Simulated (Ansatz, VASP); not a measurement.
**SrTiO3: VASP beside Ansatz**

```
Sr Ti O
1.0
     3.94713    0.00000    0.00000
     0.00000    3.94713    0.00000
     0.00000    0.00000    3.94713
Sr Ti O
1 1 3
Direct
  0.00000 0.00000 0.00000
  0.50000 0.50000 0.50000
  0.50000 0.00000 0.50000
  0.50000 0.50000 0.00000
  0.00000 0.50000 0.50000
```

Alike in both runs: task single point; functional PBE; k mesh 8 × 8 × 8; occupations gaussian, width 0.02 eV; no spin polarisation; Hubbard terms Ti d U = 4.0 eV.

|  | VASP | Ansatz |
| --- | --- | --- |
| version | VASP 6.6.1 | Ansatz 0.2.0 |
| potentials or method | VASP PAW PBE potentials, release 64 (Sr_sv, Ti_sv, O_h), cutoff 910 eV | scalar-relativistic, plane waves, PAW |
| valence electrons in the cell | 40 | 40 |

Ansatz gave:

| Property | Result |
| --- | --- |
| gap on the k mesh at the Fermi level (eV) | 2.30 |
| least direct gap on the mesh (eV) | 2.72 |

Task: Estimate VASP's values.

Result: gap on the k mesh at the Fermi level (eV): 2.31; least direct gap on the mesh (eV): 2.74.

The programs project onto different local orbitals, so the same U acts differently, and such runs can settle in different states.

Noted on VASP's run: the cutoff is short for stress, so the pressure is rough.
